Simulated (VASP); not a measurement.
Here is a VASP 6.6.1 calculation.

INCAR

```
SYSTEM = Si
  ALGO = Normal
  EDIFF = 1E-6
  ENCUT = 520
  GGA = CA
  ISIF = 2
  ISMEAR = -1
  LASPH = .True.
  LCHARG = .False.
  LREAL = .False.
  LWAVE = .False.
  NBANDS = 11
  NELM = 80
  PREC = Accurate
  SIGMA = 0.08
```

The input KPOINTS:

```
k-points
0
Gamma
  12 12 12
  0 0 0
```

Contents of POSCAR:

```
Si
1.0
    0.0543094000      2.7426247000      2.7426247000
    2.7426247000      0.0543094000      2.7426247000
    2.7426247000      2.7426247000      0.0543094000
Si
2
Direct
    0.5000000000      0.5000000000      0.5000000000
    0.7500000000      0.7500000000      0.7500000000
```

Potentials or basis: VASP PAW LDA potentials, release 64 (Si).

The run is started by

```sh
$ cat potpaw_LDA.64/Si/POTCAR > POTCAR
$ mpirun -np 1 vasp_std > vasp.out
```

Problem. What does it give for the largest force?

Solution. 0.291 eV/Å.

Problem. Predict the band gap on the k mesh.

Solution. 0.43 eV (least direct gap 2.09 eV).

Problem. Predict the pressure.

Solution. -1.3 GPa.

Stress tensor (GPa, compression positive):
```
-1.32 -1.94 -1.94
-1.94 -1.32 -1.94
-1.94 -1.94 -1.32
```

Caveat: the cell differs from its parent crystal (equal xy, yz and zx shear strains of +2 %). A k mesh can miss the band edges.
